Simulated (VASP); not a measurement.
# PPt (P6_3mc) in VASP: a series of runs, part 2 of 2

VASP 6.6.1.

**3. Single point, PBEsol**

This run uses another cell than the first one, of 18.42 Å³/atom.

Contents of INCAR:

```
PREC = Accurate
ENCUT = 520
EDIFF = 1E-6
ISMEAR = 0
SIGMA = 0.05
LREAL = False
LASPH = True
NELM = 80
ALGO = Normal
ISIF = 2
LWAVE = False
LCHARG = True
GGA = PS
LELF = True
LVHAR = True
NBANDS = 23
```

Contents of KPOINTS:

```
Automatic mesh
0
Gamma
  10 10 6
```

Contents of POSCAR:

```
PPt
1.0
    3.5855600992      0.0000000000      0.0000000000
   -1.7927800496      3.1051861327      0.0000000000
    0.0000000000      0.0000000000      6.6172196563
Pt P
2 2
Direct
    0.6666666667      0.3333333333     -0.0105000274
    0.3333333333      0.6666666667      0.4894999726
    0.6666666667      0.3333333333      0.6357000274
    0.3333333333      0.6666666667      0.1357000274
```

Potentials or basis: VASP PAW PBE potentials, release 64 (Pt, P).

Launch:

```bash
$ cat potpaw_PBE.64/Pt/POTCAR potpaw_PBE.64/P/POTCAR > POTCAR
$ mpirun -np 1 vasp_std > vasp.out
```

OUTCAR:

```text
PREC = Accurate
   ENCUT = 520
   EDIFF = 1E-6
   ISMEAR = 0
   LREAL = False
   LASPH = True
   NELM = 80
   ISIF = 2
   GGA = PS

 ion  position               nearest neighbor table
   1  0.667  0.333  0.989-   4 2.29   4 2.29   4 2.29   3 2.34
   2  0.333  0.667  0.489-   3 2.29   3 2.29   3 2.29   4 2.34
   3  0.667  0.333  0.636-   2 2.29   2 2.29   2 2.29   1 2.34
   4  0.333  0.667  0.136-   1 2.29   1 2.29   1 2.29   2 2.34

  LATTYP: Found a hexagonal cell.
 ALAT       =     3.5855600992
 C/A-ratio  =     1.8455191025

  Lattice vectors:

 A1 = (   3.5855600992,   0.0000000000,   0.0000000000)
 A2 = (  -1.7927800496,   3.1051861327,   0.0000000000)
 A3 = (   0.0000000000,   0.0000000000,   6.6172196563)

Analysis of symmetry for initial positions (statically):
=====================================================================
 Subroutine PRICEL returns:
 Original cell was already a primitive cell.

 Routine SETGRP: Setting up the symmetry group for a
 hexagonal supercell.

 Subroutine GETGRP returns: Found 12 space group operations
 (whereof  6 operations were pure point group operations)
 out of a pool of 24 trial point group operations.

The static configuration has the point symmetry C_3v.
 The point group associated with its full space group is C_6v.

Analysis of symmetry for dynamics (positions and initial velocities):
=====================================================================
 Subroutine PRICEL returns:
 Original cell was already a primitive cell.

 Routine SETGRP: Setting up the symmetry group for a
 hexagonal supercell.

 Subroutine GETGRP returns: Found 12 space group operations
 (whereof  6 operations were pure point group operations)
 out of a pool of 24 trial point group operations.

The dynamic configuration has the point symmetry C_3v.
 The point group associated with its full space group is C_6v.

[... 119 lines left out ...]
   IALGO  =     38    algorithm
   IMIX   =      4    mixing-type and parameters
     AMIX     =   0.40;   BMIX     =  1.00
     AMIX_MAG =   1.60;   BMIX_MAG =  1.00
  volume/ion in A,a.u.               =      18.42       124.30
  Fermi-wavevector in a.u.,A,eV,Ry     =   1.213413  2.293017 20.032813  1.472370
  Thomas-Fermi vector in A             =   2.348866
   LORBIT       =      0    0 simple, 1 ext, 2 COOP (PROOUT), +10 PAW based schemes
   GGA     = PS    functional components
   LHFCALC =     F    Hartree Fock is set to
   AEXX    =    0.0000 exact exchange contribution
   IVDW    =     0    specifies the selected vdW correction
   LEPSILON=     F    determine dielectric tensor
   LRPA    =     F    only Hartree local field effects (RPA)
 non-spin polarized calculation
 Gauss-broadening in eV      SIGMA  =   0.05
  energy-cutoff  :      520.00
  volume of cell :       73.68
 maximum number of plane-waves:      2010
 NGX is ok and might be reduce to    28
   NGX = 13   NGY = 13   NGZ = 25

 number of electron      30.0000004 magnetization

 Free energy of the ion-electron system (eV)
  ---------------------------------------------------
  ext. energy  EPLUGINS =         0.00000000
  ---------------------------------------------------
  free energy    TOTEN  =       -26.70586503 eV

  energy without entropy =      -26.70486769  energy(sigma->0) =      -26.70536636

 E-fermi :   7.6201     XC(G=0): -11.1254

 val. band max:        7.5261968705   @ k =   0.4000   0.1000   0.3333
 cond. band min:       7.6523883408   @ k =   0.3000   0.1000   0.1667
 fundamental gap:      0.1261914703
 Fermi energy:         7.6200861346

 k-point     1 :       0.0000    0.0000    0.0000
  band No.  band energies     occupation
      1      -5.7171      2.00000
      2      -4.4137      2.00000
      3       0.9283      2.00000
      4       1.1000      2.00000
      5       1.5846      2.00000
      6       1.5846      2.00000
[... 613 lines left out ...]
     22      15.1549      0.00000
     23      15.4982      0.00000

 [... further k-points ...]

------------------------ aborting loop because EDIFF is reached ----------------------------------------

  FORCE on cell =-STRESS in cart. coord.  units (eV):
  Direction    XX          YY          ZZ          XY          YZ          ZX
  --------------------------------------------------------------------------------------
  -------------------------------------------------------------------------------------
  Total        0.0048119      0.0048119      0.0251355      0.0000000      0.0000000      0.0000000
  in kB        0.1046413      0.1046413      0.5466095      0.0000000      0.0000000      0.0000000
  external PRESSURE =       0.2519640 kB  Pullay stress =       0.0000000 kB

 VOLUME and BASIS-vectors are now :
 -----------------------------------------------------------------------------
  energy-cutoff  :      520.00
  volume of cell :       73.68
      direct lattice vectors                 reciprocal lattice vectors
     3.585560099  0.000000000  0.000000000     0.278896455  0.161020943  0.000000000
    -1.792780050  3.105186133  0.000000000     0.000000000  0.322041886  0.000000000
     0.000000000  0.000000000  6.617219656     0.000000000  0.000000000  0.151120871

 POSITION                                       TOTAL-FORCE (eV/Angst)
 -----------------------------------------------------------------------------------
      1.79278      1.03506      6.54774        -0.000000      0.000000     -0.009309
     -0.00000      2.07012      3.23913        -0.000000      0.000000     -0.009309
      1.79278      1.03506      4.20657         0.000000      0.000000      0.009309
     -0.00000      2.07012      0.89796        -0.000000     -0.000000      0.009309
 -----------------------------------------------------------------------------------
    total drift:                                0.000000      0.000000     -0.002044

  FREE ENERGIE OF THE ION-ELECTRON SYSTEM (eV)
  ---------------------------------------------------
  free  energy   TOTEN  =       -26.7058650266 eV

  energy  without entropy=      -26.7048676921  energy(sigma->0) =      -26.70536636
```

It took 2 min on 1 thread of Intel Xeon 8259CL, shared host; peak memory 0.24 GiB.

What came out:

| Quantity | Value |
| --- | --- |
| Free energy | -26.7059 eV |
| Pressure | 0.0 GPa |
| Largest force | 0.009 eV/Å |
| Band gap on the k mesh | zero (bands 15 and 16 overlap by 3.91 eV) |

Forces in eV/Å, atoms in the order of the input:
```
Pt   0.000  0.000 -0.009
Pt   0.000  0.000 -0.009
P    0.000  0.000  0.009
P    0.000  0.000  0.009
```

Levels at points of the mesh, in eV from the Fermi level:
| k point | band 11 | band 12 | band 13 | band 14 | band 15 | band 16 | band 17 | band 18 | band 19 | band 20 |
| --- | --- | --- | --- | --- | --- | --- | --- | --- | --- | --- |
| (0.00, 0.00, 0.00) | -3.63 | -3.62 | -3.62 | 1.96 | 1.96 | 2.55 | 3.88 | 4.15 | 4.15 | 5.39 |
| (0.50, 0.00, 0.00) | -3.14 | -3.08 | -2.64 | -2.56 | -1.99 | -0.63 | 0.35 | 2.21 | 4.34 | 5.79 |
| (0.00, 0.00, 0.50) | -3.83 | -3.83 | -1.00 | -1.00 | 2.82 | 2.82 | 2.82 | 2.82 | 4.89 | 4.89 |
| (0.50, 0.00, 0.50) | -3.26 | -3.26 | -2.96 | -2.96 | -0.37 | -0.37 | 0.77 | 0.77 | 4.75 | 4.75 |

Caveat: the PAW data sets were made with another functional, which shifts forces and pressure a little; spin-orbit coupling is left out, which moves the levels of the heavy elements.

**4. Single point, PBEsol**

This run uses another cell than the first one, of 18.42 Å³/atom.

Contents of INCAR:

```
SYSTEM = PPt
PREC     = Accurate       ! precision mode
ENCUT    = 520            ! plane-wave cutoff, eV
EDIFF    = 1E-6           ! SCF threshold, eV
ISMEAR   = 0              ! smearing method
SIGMA    = 0.05           ! smearing width, eV
LREAL    = .False.        ! projectors in reciprocal space
LASPH    = .True.         ! aspherical terms in the spheres
NELM     = 80             ! most SCF steps
ALGO     = Normal         ! electronic algorithm
ISIF     = 2              ! what is computed and relaxed
LWAVE    = .False.        ! write WAVECAR
LCHARG   = .False.        ! write CHGCAR
GGA      = PS             ! functional
NBANDS   = 23             ! bands
```

Contents of KPOINTS:

```
regular mesh
0
Gamma
  10 10 6
  0 0 0
```

POSCAR is that of step 3.

Potentials or basis: VASP PAW PBE potentials, release 64 (Pt, P).

Launch:

```bash
$ cat potpaw_PBE.64/Pt/POTCAR potpaw_PBE.64/P/POTCAR > POTCAR
$ mpirun -np 1 vasp_std > vasp.out
```

OUTCAR:

```text
SYSTEM = PPt
   PREC = Accurate
   ENCUT = 520
   EDIFF = 1E-6
   ISMEAR = 0
   LREAL = .False.
   LASPH = .True.
   NELM = 80
   ISIF = 2
   GGA = PS

 ion  position               nearest neighbor table
   1  0.667  0.333  0.989-   4 2.29   4 2.29   4 2.29   3 2.34
   2  0.333  0.667  0.489-   3 2.29   3 2.29   3 2.29   4 2.34
   3  0.667  0.333  0.636-   2 2.29   2 2.29   2 2.29   1 2.34
   4  0.333  0.667  0.136-   1 2.29   1 2.29   1 2.29   2 2.34

  LATTYP: Found a hexagonal cell.
 ALAT       =     3.5855600992
 C/A-ratio  =     1.8455191025
[... 824 lines left out ...]
  Direction    XX          YY          ZZ          XY          YZ          ZX
  --------------------------------------------------------------------------------------
  -------------------------------------------------------------------------------------
  Total        0.0048119      0.0048119      0.0251355      0.0000000      0.0000000      0.0000000
  in kB        0.1046413      0.1046413      0.5466095      0.0000000      0.0000000      0.0000000
  external PRESSURE =       0.2519640 kB  Pullay stress =       0.0000000 kB

 VOLUME and BASIS-vectors are now :
 -----------------------------------------------------------------------------
  energy-cutoff  :      520.00
  volume of cell :       73.68
      direct lattice vectors                 reciprocal lattice vectors
     3.585560099  0.000000000  0.000000000     0.278896455  0.161020943  0.000000000
    -1.792780050  3.105186133  0.000000000     0.000000000  0.322041886  0.000000000
     0.000000000  0.000000000  6.617219656     0.000000000  0.000000000  0.151120871

 POSITION                                       TOTAL-FORCE (eV/Angst)
 -----------------------------------------------------------------------------------
      1.79278      1.03506      6.54774        -0.000000      0.000000     -0.009309
     -0.00000      2.07012      3.23913        -0.000000      0.000000     -0.009309
      1.79278      1.03506      4.20657         0.000000      0.000000      0.009309
     -0.00000      2.07012      0.89796        -0.000000     -0.000000      0.009309
 -----------------------------------------------------------------------------------
    total drift:                                0.000000      0.000000     -0.002044

  FREE ENERGIE OF THE ION-ELECTRON SYSTEM (eV)
  ---------------------------------------------------
  free  energy   TOTEN  =       -26.7058650266 eV

  energy  without entropy=      -26.7048676921  energy(sigma->0) =      -26.70536636
```

Run time: 2.3 min. Hardware: 1 thread of Intel Xeon 8259CL, shared host; peak memory 0.24 GiB.

Results:

| Property | Result |
| --- | --- |
| Free energy | -26.7059 eV |
| Pressure | 0.0 GPa |
| Largest force | 0.009 eV/Å |
| Band gap on the k mesh | zero (bands 15 and 16 overlap by 3.91 eV) |

Forces on the atoms (eV/Å):
```
Pt   0.000  0.000 -0.009
Pt   0.000  0.000 -0.009
P    0.000  0.000  0.009
P    0.000  0.000  0.009
```

Levels at points of the mesh, in eV from the Fermi level:
| k point | band 13 | band 14 | band 15 | band 16 | band 17 | band 18 |
| --- | --- | --- | --- | --- | --- | --- |
| (0.00, 0.00, 0.00) | -3.62 | 1.96 | 1.96 | 2.55 | 3.88 | 4.15 |
| (0.50, 0.00, 0.00) | -2.64 | -2.56 | -1.99 | -0.63 | 0.35 | 2.21 |
| (0.00, 0.00, 0.50) | -1.00 | -1.00 | 2.82 | 2.82 | 2.82 | 2.82 |
| (0.50, 0.00, 0.50) | -2.96 | -2.96 | -0.37 | -0.37 | 0.77 | 0.77 |

Caveat: the PAW data sets were made with another functional, which shifts forces and pressure a little; spin-orbit coupling is left out, which moves the levels of the heavy elements.

The gap in the log of VASP goes by the Fermi energy; the results here count the filled bands.